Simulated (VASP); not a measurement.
# Sr: relaxation of cell and atoms with PBE

Crystal: Sr.

```xyz
1
Lattice="0.0000 2.9590 2.9590 2.9590 0.0000 2.9590 2.9590 2.9590 0.0000" Properties=species:S:1:pos:R:3 pbc="T T T"
Sr    0.0000    0.0000    0.0000
```

```yaml
Program: VASP 6.6.1
Task: relaxation of cell and atoms
Functional: PBE
Potentials_or_basis: VASP PAW PBE potentials, release 64 (Sr_sv)
Cutoff: 600 eV
k_mesh: 12 × 12 × 12
Occupations: gaussian, width 0.1 eV
Spin: no spin polarisation
Dipole_correction: no
Further_INCAR_settings: ALGO = Normal; EDIFF = 1e-06; IBRION = 2; EDIFFG = -0.01; NSW = 80; ISIF = 3
```

The relaxed volume is 54.79 Å³/atom, the relaxed cell is a = 4.263 Å, b = 4.263 Å, c = 4.263 Å, α = 60.00°, β = 60.00°, γ = 60.00° and the space group after relaxing (to 0.1 Å) is Fm-3m (No. 225). The energy gained by relaxing is 6.3 meV/atom. The ionic steps are 3. The pressure after relaxing is 0.0 GPa and the band gap on the k mesh is zero (bands 5 and 6 overlap by 0.05 eV).

The path:
| step | energy change (eV) | largest force (eV/Å) | pressure (GPa) | volume (Å³) |
| --- | --- | --- | --- | --- |
| 1 | 0.0000 | 0.0000 | 0.70 | 51.82 |
| 2 | -0.0053 | 0.0000 | 0.28 | 53.55 |
| 3 | -0.0063 | 0.0000 | 0.00 | 54.79 |

Final structure:
```
Sr
1.0
     0.00000    3.01460    3.01460
     3.01460    0.00000    3.01460
     3.01460    3.01460    0.00000
Sr
1
Direct
  0.00000 0.00000 0.00000
```

Levels at points of the mesh, in eV from the Fermi level:
| k point | band 3 | band 4 | band 5 | band 6 | band 7 | band 8 |
| --- | --- | --- | --- | --- | --- | --- |
| (0.00, 0.00, 0.00) | -18.50 | -18.50 | -3.65 | 2.35 | 2.35 | 2.35 |
| (0.50, 0.00, 0.00) | -18.52 | -18.52 | -1.12 | 0.07 | 2.19 | 2.19 |
| (0.50, 0.50, 0.00) | -18.57 | -18.57 | -0.64 | 0.34 | 1.06 | 4.87 |

Run time: 42 s on 1 thread of Intel(R) Xeon(R) 6975P-C (Granite Rapids) (shared host), peak memory 0.23 GiB.
